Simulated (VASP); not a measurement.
A run of VASP 6.6.1 is set up as follows.

POSCAR

```
CdS
1.0
    0.0000000000      2.8969255847      2.8969255847
    2.8969255847      0.0000000000      2.8969255847
    2.8969255847      2.8969255847      0.0000000000
Cd S
1 1
Direct
    0.0000000000      0.0000000000      0.0000000000
    0.7500000000      0.7500000000      0.7500000000
```

The input INCAR.step1:

```
SYSTEM = CdS
PREC = Accurate ; ENCUT = 700
ISMEAR = -1 ; SIGMA = 0.05
LREAL = .False. ; LASPH = .True.
NELM = 120 ; NBANDS = 20
GGA = PE ; ALGO = Normal
EDIFF = 1E-5 ; LWAVE = .True.
LCHARG = .False. ; GGA_COMPAT = .False.
```

INCAR.step2

```
SYSTEM = CdS
PREC = Accurate ; ENCUT = 700
EDIFF = 1E-6 ; ISMEAR = -1
SIGMA = 0.05 ; LREAL = .False.
LASPH = .True. ; NELM = 120
ALGO = Normal ; ISIF = 2
LWAVE = .False. ; LCHARG = .False.
METAGGA = R2SCAN ; LMIXTAU = .True.
LUSE_VDW = .True. ; IVDW_NL = 2
BPARAM = 11.95 ; CPARAM = 0.0093
NBANDS = 20 ; ISTART = 1
GGA_COMPAT = .False.
```

Contents of KPOINTS:

```
Automatic mesh
0
Gamma
  8 8 8
  0 0 0
```

Potentials or basis: VASP PAW PBE potentials, release 64 (Cd_sv_GW, S).

Run with:

```sh
$ cat potpaw_PBE.64/Cd_sv_GW/POTCAR potpaw_PBE.64/S/POTCAR > POTCAR
$ cp INCAR.step1 INCAR
$ mpirun -np 1 vasp_std > vasp.out
$ cp INCAR.step2 INCAR
$ mpirun -np 1 vasp_std > vasp.out
```

Task: Predict the band gap on the k mesh.

Result: 1.58 eV.

Task: Predict the pressure.

Result: 1.9 GPa.

Caveat: the PAW data sets were made with another functional, which shifts forces and pressure a little. r2SCAN opens gaps a little over a GGA but as a rule still falls short of measured ones.
